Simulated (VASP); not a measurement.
# ZrTeAs (P4/nmm) in VASP: single point with PBE

Aim: the single point of ZrTeAs with PBE.

Program: VASP 6.6.1. These are calculated values, not measurements. Logs are shortened: lines on timing, memory, paths and dates and some standing lists are left out, and cuts for length are marked.

## Step 1: The cell of the first run

Symmetry: P4/nmm, No. 129, tetragonal system. Conventional cell: a = 3.925 Å, b = 3.925 Å, c = 8.729 Å, α = 90.00°, β = 90.00°, γ = 90.00°. As (site symmetry -4m2) has 8 As at 2.78 to 3.92 Å and 4 Zr at 2.93 Å and 4 Te at 3.79 Å within 4.0 Å. Te (site symmetry 4mm) has 5 Zr at 2.98 to 3.31 Å and 8 Te at 3.56 to 3.92 Å and 4 As at 3.79 Å within 4.0 Å. Within 4.0 Å of Zr (site symmetry 4mm) lie 4 As at 2.93 Å and 5 Te at 2.98 to 3.31 Å and 4 Zr at 3.92 Å.

## Step 2: Single point, PBE

Contents of POSCAR:

```
ZrTeAs
1.0
    3.9245960000      0.0000000000      0.0000000000
    0.0000000000      3.9245960000      0.0000000000
    0.0000000000      0.0000000000      8.7293330000
As Te Zr
2 2 2
Direct
    0.0000000000      0.0000000000      0.0000000000
    0.5000000000      0.5000000000      0.0000000000
    0.0000000000      0.5000000000      0.6280000000
    0.5000000000      0.0000000000      0.3720000000
    0.0000000000      0.5000000000      0.2490000000
    0.5000000000      0.0000000000      0.7510000000
```

Contents of INCAR.step1:

```
SYSTEM = ZrTeAs
PREC     = Accurate       ! precision mode
ENCUT    = 520            ! plane-wave cutoff, eV
EDIFF    = 1E-6           ! SCF threshold, eV
ISMEAR   = -1             ! smearing method
SIGMA    = 0.1            ! smearing width, eV
LREAL    = .False.        ! projectors in reciprocal space
LASPH    = .True.         ! aspherical terms in the spheres
NELM     = 80             ! most SCF steps
ALGO     = Normal         ! electronic algorithm
ISIF     = 2              ! what is computed and relaxed
LWAVE    = .False.        ! write WAVECAR
LCHARG   = .True.         ! write CHGCAR
LMAXMIX  = 4              ! l up to which the mixer works
GGA      = PE             ! functional
NBANDS   = 32             ! bands
```

Contents of KPOINTS.step1:

```
regular mesh
0
Gamma
  9 9 4
  0 0 0
```

Contents of INCAR.step2:

```
SYSTEM = ZrTeAs
PREC     = Accurate       ! precision mode
ENCUT    = 520            ! plane-wave cutoff, eV
EDIFF    = 1E-6           ! SCF threshold, eV
ISMEAR   = -5             ! smearing method
SIGMA    = 0.1            ! smearing width, eV
LREAL    = .False.        ! projectors in reciprocal space
LASPH    = .True.         ! aspherical terms in the spheres
NELM     = 80             ! most SCF steps
ALGO     = Normal         ! electronic algorithm
ISIF     = 2              ! what is computed and relaxed
LWAVE    = .False.        ! write WAVECAR
LCHARG   = .False.        ! write CHGCAR
LMAXMIX  = 4              ! l up to which the mixer works
GGA      = PE             ! functional
LORBIT   = 11             ! projections on sites
NEDOS    = 2001           ! points of the DOS
ICHARG   = 11             ! starting density
```

Contents of KPOINTS.step2:

```
regular mesh
0
Gamma
  14 14 6
  0 0 0
```

Potentials or basis: VASP PAW PBE potentials, release 64 (As, Te, Zr_sv).

The run is started by

```bash
$ cat potpaw_PBE.64/As/POTCAR potpaw_PBE.64/Te/POTCAR potpaw_PBE.64/Zr_sv/POTCAR > POTCAR
$ cp INCAR.step1 INCAR
$ cp KPOINTS.step1 KPOINTS
$ mpirun -np 1 vasp_std > vasp.out
$ cp INCAR.step2 INCAR
$ cp KPOINTS.step2 KPOINTS
$ mpirun -np 1 vasp_std > vasp.out
```

OUTCAR:

```text
SYSTEM = ZrTeAs
   PREC = Accurate
   ENCUT = 520
   EDIFF = 1E-6
   ISMEAR = -5
   LREAL = .False.
   LASPH = .True.
   NELM = 80
   ISIF = 2
   GGA = PE
   LORBIT = 11
   ICHARG = 11

 ion  position               nearest neighbor table
   1  0.000  0.000  0.000-   2 2.78   2 2.78   2 2.78   2 2.78   5 2.93   6 2.93   6 2.93   5 2.93

   2  0.500  0.500  0.000-   1 2.78   1 2.78   1 2.78   1 2.78   6 2.93   6 2.93   5 2.93   5 2.93

   3  0.000  0.500  0.628-   6 2.98   6 2.98   6 2.98   6 2.98   5 3.31   4 3.56   4 3.56   4 3.56
                             4 3.56
   4  0.500  0.000  0.372-   5 2.98   5 2.98   5 2.98   5 2.98   6 3.31   3 3.56   3 3.56   3 3.56
                             3 3.56
   5  0.000  0.500  0.249-   1 2.93   2 2.93   1 2.93   2 2.93   4 2.98   4 2.98   4 2.98   4 2.98
                             3 3.31
   6  0.500  0.000  0.751-   1 2.93   2 2.93   2 2.93   1 2.93   3 2.98   3 2.98   3 2.98   3 2.98
                             4 3.31

  LATTYP: Found a simple tetragonal cell.
 ALAT       =     3.9245960000
 C/A-ratio  =     2.2242628286

  Lattice vectors:

 A1 = (   3.9245960000,   0.0000000000,   0.0000000000)
 A2 = (   0.0000000000,   3.9245960000,   0.0000000000)
 A3 = (   0.0000000000,   0.0000000000,   8.7293330000)

Analysis of symmetry for initial positions (statically):
=====================================================================
 Subroutine PRICEL returns:
 Original cell was already a primitive cell.

 Routine SETGRP: Setting up the symmetry group for a
 simple tetragonal supercell.

 Subroutine GETGRP returns: Found 16 space group operations
 (whereof  8 operations were pure point group operations)
 out of a pool of 16 trial point group operations.

The static configuration has the point symmetry D_2d.
 The point group associated with its full space group is D_4h.

Analysis of symmetry for dynamics (positions and initial velocities):
=====================================================================
 Subroutine PRICEL returns:
 Original cell was already a primitive cell.

 Routine SETGRP: Setting up the symmetry group for a
 simple tetragonal supercell.

 Subroutine GETGRP returns: Found 16 space group operations
 (whereof  8 operations were pure point group operations)
 out of a pool of 16 trial point group operations.

The dynamic configuration has the point symmetry D_2d.
 The point group associated with its full space group is D_4h.

 Subroutine INISYM returns: Found 16 space group operations
 (whereof  8 operations are pure point group operations),
 and found     1 'primitive' translations

----------------------------------------------------------------------------------------

                                     Primitive cell

  volume of cell :     134.4531

  direct lattice vectors                    reciprocal lattice vectors
     3.924596000  0.000000000  0.000000000     0.254803297  0.000000000  0.000000000
     0.000000000  3.924596000  0.000000000     0.000000000  0.254803297  0.000000000
     0.000000000  0.000000000  8.729333000     0.000000000  0.000000000  0.114556290

  length of vectors
     3.924596000  3.924596000  8.729333000     0.254803297  0.254803297  0.114556290

  position of ions in fractional coordinates (direct lattice)
     0.000000000  0.000000000  0.000000000
     0.500000000  0.500000000  0.000000000
     0.000000000  0.500000000  0.628000000
     0.500000000  0.000000000  0.372000000
     0.000000000  0.500000000  0.249000000
     0.500000000  0.000000000  0.751000000

  ion indices of the primitive-cell ions
   primitive index   ion index
                 1           1
                 2           2
                 3           3
                 4           4
                 5           5
                 6           6

----------------------------------------------------------------------------------------

 KPOINTS: regular mesh

Automatic generation of k-mesh.
 Grid dimensions read from file:
 generate k-points for:   14   14    6

 Generating k-lattice:

  Cartesian coordinates                     Fractional coordinates (reciprocal lattice)
     0.018200235  0.000000000  0.000000000     0.071428571  0.000000000  0.000000000
     0.000000000  0.018200235  0.000000000     0.000000000  0.071428571  0.000000000
     0.000000000  0.000000000  0.019092715     0.000000000  0.000000000  0.166666667

  Length of vectors
     0.018200235  0.018200235  0.019092715

  Shift w.r.t. Gamma in fractional coordinates (k-lattice)
     0.000000000  0.000000000  0.000000000

 TETIRR: Found   1764 inequivalent tetrahedra from     7056

 Subroutine IBZKPT returns following result:
 ===========================================

 Found    144 irreducible k-points:

 Following reciprocal coordinates:
            Coordinates               Weight
  0.000000  0.000000  0.000000      1.000000
  0.071429  0.000000  0.000000      4.000000
  0.142857  0.000000  0.000000      4.000000
  0.214286  0.000000  0.000000      4.000000
  0.285714  0.000000  0.000000      4.000000
  0.357143  0.000000  0.000000      4.000000
[... 16 lines left out ...]
  0.285714  0.214286  0.000000      8.000000
  0.357143  0.214286  0.000000      8.000000
 [... further k-points ...]
   k-points           NKPTS =    144   k-points in BZ     NKDIM =    144   number of bands    NBANDS=     27
   number of dos      NEDOS =   2001   number of ions     NIONS =      6
   total plane-waves  NPLWV =  63000
   dimension x,y,z NGX =    30 NGY =   30 NGZ =   70
   dimension x,y,z NGXF=    60 NGYF=   60 NGZF=  140
   ions per type =               2   2   2
   NGX,Y,Z   is equivalent  to a cutoff of  12.71, 12.71, 13.33 a.u.
   NGXF,Y,Z  is equivalent  to a cutoff of  25.42, 25.42, 26.66 a.u.
 SYSTEM =  ZrTeAs
   PREC   = accura    normal or accurate (medium, high low for compatibility)
   ISTART =      0    job   : 0-new  1-cont  2-samecut
   ICHARG =     11    charge: 1-file 2-atom 10-const
   ISPIN  =      1    spin polarized calculation?
   LNONCOLLINEAR =      F non collinear calculations
   LSORBIT =      F    spin-orbit coupling
   LASPH  =      T    aspherical Exc in radial PAW
   ENCUT  =  520.0 eV  38.22 Ry    6.18 a.u.   7.30  7.30 16.23*2*pi/ulx,y,z
   NELM   =     80;   NELMIN=  2; NELMDL=  0     # of ELM steps
   EDIFF  = 0.1E-05   stopping-criterion for ELM
   LREAL  =      F    real-space projection
   EDIFFG = 0.1E-04   stopping-criterion for IOM
   NSW    =      0    number of steps for IOM
   IBRION =     -1    ionic relax: 0-MD 1-quasi-New 2-CG
   NFREE  =      0    steps in history (QN), initial steepest desc. (CG)
   ISIF   =      2    stress and relaxation
   ISYM   =      2    0-nonsym 1-usesym 2-fastsym
   POTIM  = 0.5000    time-step for ionic-motion
   TEBEG  =    0.0;   TEEND  =   0.0 temperature during run
   PSTRESS=    0.0 pullay stress
   NELECT =      46.0000    total number of electrons
   NUPDOWN=      -1.0000    fix difference up-down
   EMIN   =  10.00;   EMAX   =-10.00  energy-range for DOS
   EFERMI =   0.00;   METHOD = LEGACY
   ISMEAR =    -5;   SIGMA  =   0.10  broadening in eV -4-tet -1-fermi 0-gaus
   EFERMI_NEDOS =   21; number of points for ismear=-14 and -15
   IALGO  =     38    algorithm
   IMIX   =      4    mixing-type and parameters
     AMIX     =   0.40;   BMIX     =  1.00
     AMIX_MAG =   1.60;   BMIX_MAG =  1.00
  volume/ion in A,a.u.               =      22.41       151.22
  Fermi-wavevector in a.u.,A,eV,Ry     =   1.144996  2.163728 17.837438  1.311015
  Thomas-Fermi vector in A             =   2.281686
   LORBIT       =     11    0 simple, 1 ext, 2 COOP (PROOUT), +10 PAW based schemes
   GGA     = PE    functional components
   LHFCALC =     F    Hartree Fock is set to
   AEXX    =    0.0000 exact exchange contribution
   IVDW    =     0    specifies the selected vdW correction
   LEPSILON=     F    determine dielectric tensor
   LRPA    =     F    only Hartree local field effects (RPA)
 non-spin polarized calculation
 Fermi weights with tetrahedron method with Bloechl corrections
  energy-cutoff  :      520.00
  volume of cell :      134.45
 maximum number of plane-waves:      3644
 NGX is ok and might be reduce to    30

 number of electron      45.9999997 magnetization

 Free energy of the ion-electron system (eV)
  ---------------------------------------------------
  ext. energy  EPLUGINS =         0.00000000
  ---------------------------------------------------
  free energy    TOTEN  =       -37.54791614 eV

  energy without entropy =      -37.54791614  energy(sigma->0) =      -37.54791614

 E-fermi :   9.2064     XC(G=0): -10.7434

 val. band max:        9.2218456704   @ k =   0.4286   0.0714   0.3333
 cond. band min:       9.1628709590   @ k =   0.2143   0.0000   0.1667
 fundamental gap:     -0.0589747114
 Fermi energy:         9.2063738878

 k-point     1 :       0.0000    0.0000    0.0000
  band No.  band energies     occupation
      1     -40.8994      2.00000
      2     -40.8991      2.00000
      3     -18.9405      2.00000
      4     -18.9195      2.00000
      5     -18.9195      2.00000
      6     -18.9193      2.00000
[... 19 lines left out ...]
     26       9.7359      0.00000
     27       9.8545      0.00000

 k-point     2 :       0.0714    0.0000    0.0000
  band No.  band energies     occupation
      1     -40.8992      2.00000
      2     -40.8989      2.00000
      3     -18.9396      2.00000
      4     -18.9240      2.00000
      5     -18.9217      2.00000
      6     -18.9190      2.00000
[... 652 lines left out ...]
 k-point    24 :       0.3571    0.2143    0.0000
  band No.  band energies     occupation
      1     -40.8948      2.00000
      2     -40.8947      2.00000
      3     -18.9845      2.00000
      4     -18.9841      2.00000
      5     -18.9428      2.00000
      6     -18.9419      2.00000
[... 19 lines left out ...]
     26      10.2636      0.00000
     27      10.4217      0.00000

 [... further k-points ...]

------------------------ aborting loop because EDIFF is reached ----------------------------------------

  FORCE on cell =-STRESS in cart. coord.  units (eV):
  Direction    XX          YY          ZZ          XY          YZ          ZX
  --------------------------------------------------------------------------------------
  -------------------------------------------------------------------------------------
  Total        1.7784172      1.7784172     -2.9156187      0.0000000      0.0000000      0.0000000
  in kB       21.1920640     21.1920640    -34.7432416      0.0000000      0.0000000      0.0000000
  external PRESSURE =       2.5469621 kB  Pullay stress =       0.0000000 kB

 VOLUME and BASIS-vectors are now :
 -----------------------------------------------------------------------------
  energy-cutoff  :      520.00
  volume of cell :      134.45
      direct lattice vectors                 reciprocal lattice vectors
     3.924596000  0.000000000  0.000000000     0.254803297  0.000000000  0.000000000
     0.000000000  3.924596000  0.000000000     0.000000000  0.254803297  0.000000000
     0.000000000  0.000000000  8.729333000     0.000000000  0.000000000  0.114556290

 POSITION                                       TOTAL-FORCE (eV/Angst)
 -----------------------------------------------------------------------------------
      0.00000      0.00000      0.00000         0.000000      0.000000      0.000000
      1.96230      1.96230      0.00000         0.000000     -0.000000      0.000000
      0.00000      1.96230      5.48202         0.000000      0.000000     -0.373020
      1.96230      0.00000      3.24731         0.000000     -0.000000      0.373020
      0.00000      1.96230      2.17360         0.000000      0.000000     -1.257420
      1.96230      0.00000      6.55573         0.000000     -0.000000      1.257420
 -----------------------------------------------------------------------------------
    total drift:                                0.000000      0.000000     -0.000000

  FREE ENERGIE OF THE ION-ELECTRON SYSTEM (eV)
  ---------------------------------------------------
  free  energy   TOTEN  =       -37.5479161354 eV

  energy  without entropy=      -37.5479161354  energy(sigma->0) =      -37.54791614

 total charge

# of ion       s       p       d       tot
------------------------------------------
    1        1.273   1.424   0.053   2.750
    2        1.273   1.424   0.053   2.750
    3        1.358   2.059   0.047   3.464
    4        1.358   2.059   0.047   3.464
    5        2.136   5.962   1.607   9.704
    6        2.136   5.962   1.607   9.704
--------------------------------------------------
tot          9.533  18.889   3.415  31.837
```

It took 12 min on 1 thread of Intel Xeon Platinum 8259CL at 2.50GHz (Skylake/Cascade Lake), shared host; peak memory 0.62 GiB.

What came out:

| Property | Result |
| --- | --- |
| Valence electrons inside the program's atomic spheres | As 2.75; Te 3.46; Zr 9.70 |

Caveat: spin-orbit coupling is left out, which moves the levels of the heavy elements.
